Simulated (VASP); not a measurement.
# W2C3 (Cmcm) in VASP: single point with PBE

Aim: the single point of W2C3 with PBE.

Everything below comes from runs of VASP 6.6.1. Logs are shortened: lines on timing, memory, paths and dates and some standing lists are left out, and cuts for length are marked.

## Step 1: The cell of the first run

The structure is orthorhombic, space group Cmcm (No. 63). Conventional cell: a = 2.962 Å, b = 5.229 Å, c = 12.899 Å, α = 90.00°, β = 90.00°, γ = 90.00°. W (site symmetry m) has 7 C at 2.13 to 2.50 Å and 7 W at 2.82 to 3.00 Å within 3.1 Å. Within 1.9 Å of C (site symmetry m) lie 1 C at 1.40 Å. C (site symmetry m2m) has 6 W at 2.21 to 2.28 Å and 8 C at 2.69 to 3.00 Å within 3.1 Å.

## Step 2: Single point, PBE

Input file INCAR:

```
SYSTEM = W2C3
PREC = Accurate ; ENCUT = 520
EDIFF = 1E-6 ; ISMEAR = 0
SIGMA = 0.1 ; LREAL = .False.
LASPH = .True. ; NELM = 80
ALGO = Normal ; ISIF = 2
LWAVE = .False. ; LCHARG = .False.
GGA = PE ; NBANDS = 51
```

Input file KPOINTS:

```
Automatic mesh
0
Gamma
  12 12 4
  0 0 0
```

Input file POSCAR:

```
W2C3
1.0
    1.4807518693     -2.6147476944      0.0000000000
    1.4807518693      2.6147476944      0.0000000000
    0.0000000000      0.0000000000     12.8986128513
W C
4 6
Direct
    0.2502630243      0.7497369757      0.6405354091
    0.2502630243      0.7497369757      0.8594645909
    0.7497369757      0.2502630243      0.3594645909
    0.7497369757      0.2502630243      0.1405354091
    0.0867689140      0.9132310860      0.4584297846
    0.9132310860      0.0867689140      0.5415702154
    0.9083889821      0.0916110179      0.7500000000
    0.9132310860      0.0867689140      0.9584297846
    0.0867689140      0.9132310860      0.0415702154
    0.0916110179      0.9083889821      0.2500000000
```

Potentials or basis: VASP PAW PBE potentials, release 64 (W_sv, C).

Started as:

```sh
> cat potpaw_PBE.64/W_sv/POTCAR potpaw_PBE.64/C/POTCAR > POTCAR
> mpirun -np 1 vasp_std > vasp.out
```

OUTCAR:

```text
SYSTEM = W2C3
   PREC = Accurate
   ENCUT = 520
   EDIFF = 1E-6
   ISMEAR = 0
   LREAL = .False.
   LASPH = .True.
   NELM = 80
   ISIF = 2
   GGA = PE

 ion  position               nearest neighbor table
   1  0.250  0.750  0.641-   6 2.13   6 2.13   6 2.18   7 2.21   7 2.21   7 2.28   5 2.50   2 2.82

   2  0.250  0.750  0.859-   8 2.13   8 2.13   8 2.18   7 2.21   7 2.21   7 2.28   9 2.50   1 2.82

   3  0.750  0.250  0.359-   5 2.13   5 2.13   5 2.18  10 2.21  10 2.21  10 2.28   6 2.50   4 2.82

   4  0.750  0.250  0.141-   9 2.13   9 2.13   9 2.18  10 2.21  10 2.21  10 2.28   8 2.50   3 2.82

   5  0.087  0.913  0.458-   6 1.40   3 2.13   3 2.13   3 2.18   1 2.50
   6  0.913  0.087  0.542-   5 1.40   1 2.13   1 2.13   1 2.18   3 2.50
   7  0.908  0.092  0.750-   1 2.21   2 2.21   1 2.21   2 2.21   1 2.28   2 2.28
   8  0.913  0.087  0.958-   9 1.40   2 2.13   2 2.13   2 2.18   4 2.50
   9  0.087  0.913  0.042-   8 1.40   4 2.13   4 2.13   4 2.18   2 2.50
  10  0.092  0.908  0.250-   3 2.21   4 2.21   3 2.21   4 2.21   3 2.28   4 2.28

  LATTYP: Found a base centered orthorhombic cell.
 ALAT       =     2.9615037386
 B/A-ratio  =     1.7658243414
 C/A-ratio  =     4.3554268337

  Lattice vectors:

 A1 = (   1.4807518693,  -2.6147476944,   0.0000000000)
 A2 = (   1.4807518693,   2.6147476944,   0.0000000000)
 A3 = (   0.0000000000,   0.0000000000,  12.8986128513)

Analysis of symmetry for initial positions (statically):
=====================================================================
 Subroutine PRICEL returns:
 Original cell was already a primitive cell.

 Routine SETGRP: Setting up the symmetry group for a
 base centered orthorhombic supercell.

 Subroutine GETGRP returns: Found  8 space group operations
 (whereof  4 operations were pure point group operations)
 out of a pool of  8 trial point group operations.

The static configuration has the point symmetry C_2h.
 The point group associated with its full space group is D_2h.

Analysis of symmetry for dynamics (positions and initial velocities):
=====================================================================
 Subroutine PRICEL returns:
 Original cell was already a primitive cell.

 Routine SETGRP: Setting up the symmetry group for a
 base centered orthorhombic supercell.

 Subroutine GETGRP returns: Found  8 space group operations
 (whereof  4 operations were pure point group operations)
 out of a pool of  8 trial point group operations.

The dynamic configuration has the point symmetry C_2h.
 The point group associated with its full space group is D_2h.

 Subroutine INISYM returns: Found  8 space group operations
 (whereof  4 operations are pure point group operations),
 and found     1 'primitive' translations

----------------------------------------------------------------------------------------

                                     Primitive cell

  volume of cell :      99.8815

  direct lattice vectors                    reciprocal lattice vectors
     1.480751869 -2.614747694  0.000000000     0.337666297 -0.191223039  0.000000000
     1.480751869  2.614747694  0.000000000     0.337666297  0.191223039  0.000000000
     0.000000000  0.000000000 12.898612851     0.000000000  0.000000000  0.077527716

  length of vectors
     3.004917903  3.004917903 12.898612851     0.388052546  0.388052546  0.077527716

  position of ions in fractional coordinates (direct lattice)
     0.250263024  0.749736976  0.640535409
     0.250263024  0.749736976  0.859464591
     0.749736976  0.250263024  0.359464591
     0.749736976  0.250263024  0.140535409
     0.086768914  0.913231086  0.458429785
     0.913231086  0.086768914  0.541570215
     0.908388982  0.091611018  0.750000000
     0.913231086  0.086768914  0.958429785
     0.086768914  0.913231086  0.041570215
     0.091611018  0.908388982  0.250000000

  ion indices of the primitive-cell ions
   primitive index   ion index
                 1           1
                 2           2
                 3           3
                 4           4
                 5           5
                 6           6
                 7           7
                 8           8
                 9           9
                10          10

----------------------------------------------------------------------------------------

 KPOINTS: Automatic mesh

Automatic generation of k-mesh.
 Grid dimensions read from file:
 generate k-points for:   12   12    4

 Generating k-lattice:

  Cartesian coordinates                     Fractional coordinates (reciprocal lattice)
     0.028138858 -0.015935253  0.000000000     0.083333333  0.000000000  0.000000000
     0.028138858  0.015935253  0.000000000     0.000000000  0.083333333  0.000000000
     0.000000000  0.000000000  0.019381929     0.000000000  0.000000000  0.250000000

  Length of vectors
     0.032337712  0.032337712  0.019381929

  Shift w.r.t. Gamma in fractional coordinates (k-lattice)
     0.000000000  0.000000000  0.000000000

 Subroutine IBZKPT returns following result:
 ===========================================

 Found    129 irreducible k-points:

 Following reciprocal coordinates:
            Coordinates               Weight
  0.000000  0.000000  0.000000      1.000000
  0.083333 -0.000000  0.000000      4.000000
  0.166667 -0.000000  0.000000      4.000000
  0.250000  0.000000  0.000000      4.000000
  0.333333 -0.000000  0.000000      4.000000
  0.416667 -0.000000  0.000000      4.000000
[... 16 lines left out ...]
  0.500000  0.166667  0.000000      4.000000
 -0.416667  0.166667  0.000000      4.000000
 [... further k-points ...]
   k-points           NKPTS =    129   k-points in BZ     NKDIM =    129   number of bands    NBANDS=     51
   number of dos      NEDOS =    301   number of ions     NIONS =     10
   total plane-waves  NPLWV =  55296
   dimension x,y,z NGX =    24 NGY =   24 NGZ =   96
   dimension x,y,z NGXF=    48 NGYF=   48 NGZF=  192
   ions per type =               4   6
   NGX,Y,Z   is equivalent  to a cutoff of  13.28, 13.28, 12.37 a.u.
   NGXF,Y,Z  is equivalent  to a cutoff of  26.56, 26.56, 24.75 a.u.
 SYSTEM =  W2C3
   PREC   = accura    normal or accurate (medium, high low for compatibility)
   ISTART =      0    job   : 0-new  1-cont  2-samecut
   ICHARG =      2    charge: 1-file 2-atom 10-const
   ISPIN  =      1    spin polarized calculation?
   LNONCOLLINEAR =      F non collinear calculations
   LSORBIT =      F    spin-orbit coupling
   LASPH  =      T    aspherical Exc in radial PAW
   ENCUT  =  520.0 eV  38.22 Ry    6.18 a.u.   5.59  5.59 23.98*2*pi/ulx,y,z
   NELM   =     80;   NELMIN=  2; NELMDL= -5     # of ELM steps
   EDIFF  = 0.1E-05   stopping-criterion for ELM
   LREAL  =      F    real-space projection
   EDIFFG = 0.1E-04   stopping-criterion for IOM
   NSW    =      0    number of steps for IOM
   IBRION =     -1    ionic relax: 0-MD 1-quasi-New 2-CG
   NFREE  =      0    steps in history (QN), initial steepest desc. (CG)
   ISIF   =      2    stress and relaxation
   ISYM   =      2    0-nonsym 1-usesym 2-fastsym
   POTIM  = 0.5000    time-step for ionic-motion
   TEBEG  =    0.0;   TEEND  =   0.0 temperature during run
   PSTRESS=    0.0 pullay stress
   NELECT =      80.0000    total number of electrons
   NUPDOWN=      -1.0000    fix difference up-down
   EMIN   =  10.00;   EMAX   =-10.00  energy-range for DOS
   EFERMI =   0.00;   METHOD = LEGACY
   ISMEAR =     0;   SIGMA  =   0.10  broadening in eV -4-tet -1-fermi 0-gaus
   EFERMI_NEDOS =   21; number of points for ismear=-14 and -15
   IALGO  =     38    algorithm
   IMIX   =      4    mixing-type and parameters
     AMIX     =   0.40;   BMIX     =  1.00
     AMIX_MAG =   1.60;   BMIX_MAG =  1.00
  volume/ion in A,a.u.               =       9.99        67.40
  Fermi-wavevector in a.u.,A,eV,Ry     =   1.520348  2.873042 31.449314  2.311459
  Thomas-Fermi vector in A             =   2.629211
   LORBIT       =      0    0 simple, 1 ext, 2 COOP (PROOUT), +10 PAW based schemes
   GGA     = PE    functional components
   LHFCALC =     F    Hartree Fock is set to
   AEXX    =    0.0000 exact exchange contribution
   IVDW    =     0    specifies the selected vdW correction
   LEPSILON=     F    determine dielectric tensor
   LRPA    =     F    only Hartree local field effects (RPA)
 non-spin polarized calculation
 Gauss-broadening in eV      SIGMA  =   0.10
  energy-cutoff  :      520.00
  volume of cell :       99.88
 maximum number of plane-waves:      2728
   NGX = 11   NGY = 11   NGZ = 47

 number of electron      79.9999998 magnetization

 Free energy of the ion-electron system (eV)
  ---------------------------------------------------
  ext. energy  EPLUGINS =         0.00000000
  ---------------------------------------------------
  free energy    TOTEN  =      -104.05674014 eV

  energy without entropy =     -104.04602796  energy(sigma->0) =     -104.05138405

 E-fermi :  10.6484     XC(G=0): -13.3863

 val. band max:       10.6365231777   @ k =  -0.4167   0.4167   0.2500
 cond. band min:      10.6562747512   @ k =   0.5000   0.3333   0.2500
 fundamental gap:      0.0197515735
 Fermi energy:        10.6483528708

 k-point     1 :       0.0000    0.0000    0.0000
  band No.  band energies     occupation
      1     -63.9602      2.00000
      2     -63.9599      2.00000
      3     -63.9390      2.00000
      4     -63.9386      2.00000
      5     -28.5251      2.00000
      6     -28.4957      2.00000
[... 43 lines left out ...]
     50      13.8443      0.00000
     51      14.6949      0.00000

 k-point     2 :       0.0833   -0.0000    0.0000
  band No.  band energies     occupation
      1     -63.9574      2.00000
      2     -63.9571      2.00000
      3     -63.9363      2.00000
      4     -63.9359      2.00000
      5     -28.5173      2.00000
      6     -28.4889      2.00000
[... 1180 lines left out ...]
 k-point    24 :      -0.4167    0.1667    0.0000
  band No.  band energies     occupation
      1     -63.9265      2.00000
      2     -63.9263      2.00000
      3     -63.9058      2.00000
      4     -63.9055      2.00000
      5     -28.4767      2.00000
      6     -28.4654      2.00000
[... 43 lines left out ...]
     50      14.8734      0.00000
     51      15.3350      0.00000

 [... further k-points ...]

------------------------ aborting loop because EDIFF is reached ----------------------------------------

  FORCE on cell =-STRESS in cart. coord.  units (eV):
  Direction    XX          YY          ZZ          XY          YZ          ZX
  --------------------------------------------------------------------------------------
  -------------------------------------------------------------------------------------
  Total        0.4911838      0.5745672      0.7483057      0.0000000      0.0000000      0.0000000
  in kB        7.8789716      9.2165063     12.0034069      0.0000000      0.0000000      0.0000000
  external PRESSURE =       9.6996283 kB  Pullay stress =       0.0000000 kB

 VOLUME and BASIS-vectors are now :
 -----------------------------------------------------------------------------
  energy-cutoff  :      520.00
  volume of cell :       99.88
      direct lattice vectors                 reciprocal lattice vectors
     1.480751869 -2.614747694  0.000000000     0.337666297 -0.191223039  0.000000000
     1.480751869  2.614747694  0.000000000     0.337666297  0.191223039  0.000000000
     0.000000000  0.000000000 12.898612851     0.000000000  0.000000000  0.077527716

 POSITION                                       TOTAL-FORCE (eV/Angst)
 -----------------------------------------------------------------------------------
      1.48075      1.30600      8.26202         0.000000     -0.007969      0.009495
      1.48075      1.30600     11.08590         0.000000     -0.007969     -0.009495
      1.48075     -1.30600      4.63659         0.000000      0.007969     -0.009495
      1.48075     -1.30600      1.81271         0.000000      0.007969      0.009495
      1.48075      2.16099      5.91311         0.000000     -0.039106     -0.013671
      1.48075     -2.16099      6.98550         0.000000      0.039106      0.013671
      1.48075     -2.13567      9.67396         0.000000     -0.000832     -0.000000
      1.48075     -2.16099     12.36241         0.000000      0.039106     -0.013671
      1.48075      2.16099      0.53620         0.000000     -0.039106      0.013671
      1.48075      2.13567      3.22465         0.000000      0.000832     -0.000000
 -----------------------------------------------------------------------------------
    total drift:                               -0.000000      0.000000      0.000000

  FREE ENERGIE OF THE ION-ELECTRON SYSTEM (eV)
  ---------------------------------------------------
  free  energy   TOTEN  =      -104.0567401367 eV

  energy  without entropy=     -104.0460279645  energy(sigma->0) =     -104.05138405
```

Run time: 4.6 min. Hardware: 1 thread of Intel Xeon 6975P-C (Granite Rapids), shared host; peak memory 0.56 GiB.

Results:

```
Free energy            : -104.0567 eV
Pressure               : 1.0 GPa
Largest force          : 0.041 eV/Å
Band gap on the k mesh : zero (bands 40 and 41 overlap by 1.05 eV)
```

Forces on the atoms (eV/Å):
```
W    0.000 -0.008  0.009
W    0.000 -0.008 -0.009
W    0.000  0.008 -0.009
W    0.000  0.008  0.009
C    0.000 -0.039 -0.014
C    0.000  0.039  0.014
C    0.000 -0.001  0.000
C    0.000  0.039 -0.014
C    0.000 -0.039  0.014
C    0.000  0.001  0.000
```

Levels at points of the mesh, in eV from the Fermi level:
| k point | band 38 | band 39 | band 40 | band 41 | band 42 | band 43 |
| --- | --- | --- | --- | --- | --- | --- |
| (0.00, 0.00, 0.00) | -2.25 | -0.92 | -0.38 | 0.16 | 0.40 | 0.54 |
| (0.50, 0.00, 0.00) | -1.54 | -1.32 | -0.62 | 1.87 | 2.32 | 2.89 |
| (0.50, 0.50, 0.00) | -1.04 | -0.85 | -0.09 | 0.69 | 0.88 | 2.87 |
| (0.00, 0.00, 0.50) | -2.24 | -0.77 | -0.77 | 0.41 | 0.41 | 0.91 |
| (0.50, 0.00, 0.50) | -1.72 | -1.08 | -1.08 | 2.26 | 2.26 | 2.96 |
| (0.50, 0.50, 0.50) | -1.07 | 0.03 | 0.03 | 0.35 | 0.35 | 2.86 |

Caveat: spin-orbit coupling is left out, which moves the levels of the heavy elements.
